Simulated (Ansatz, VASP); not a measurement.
# One calculation of ZnAg2S2, two programs

```xyz
5
Lattice="4.4637 0.0000 0.0000 -2.2319 3.8657 0.0000 0.0000 0.0000 5.5489" Properties=species:S:1:pos:R:3 pbc="T T T"
Zn    2.2319    1.2886    0.0000
Ag    2.2319    1.2886    2.7745
Ag    0.0000    0.0000    0.0000
S     0.0000    2.5771    4.1580
S     0.0000    2.5771    1.3909
```

Change from the starting cell: species swapped into the Sr2ZnSb2 type (P-6m2, No. 187).

Alike in both runs: task relaxation of cell and atoms; functional PBE; k mesh 6 × 6 × 4; occupations gaussian, width 0.1 eV; no spin polarisation.

|  | VASP | Ansatz |
| --- | --- | --- |
| version | VASP 6.6.1 | Ansatz 0.2.0 |
| potentials or method | VASP PAW PBE potentials, release 64 (Zn, Ag, S), cutoff 600 eV | scalar-relativistic, plane waves, PAW |
| valence electrons in the cell | 46 | 62 |

Ansatz gave:

- gap on the k mesh at the Fermi level, each at its own relaxed structure (eV): none
- relaxed volume (Å³/atom): 19.45
- relaxed cell length with the largest relative difference (Å): 5.954

**Question.** What did VASP give for the same quantities?

**Answer.** gap on the k mesh at the Fermi level, each at its own relaxed structure (eV): none; relaxed volume (Å³/atom): 19.43; relaxed cell length with the largest relative difference (Å): 6.011.

A gap of «none» marks a metal or a gap that the smearing closes. VASP's potentials hold 46 valence electrons a cell and Ansatz's 62, so a difference there can come from the potentials and not from the codes.
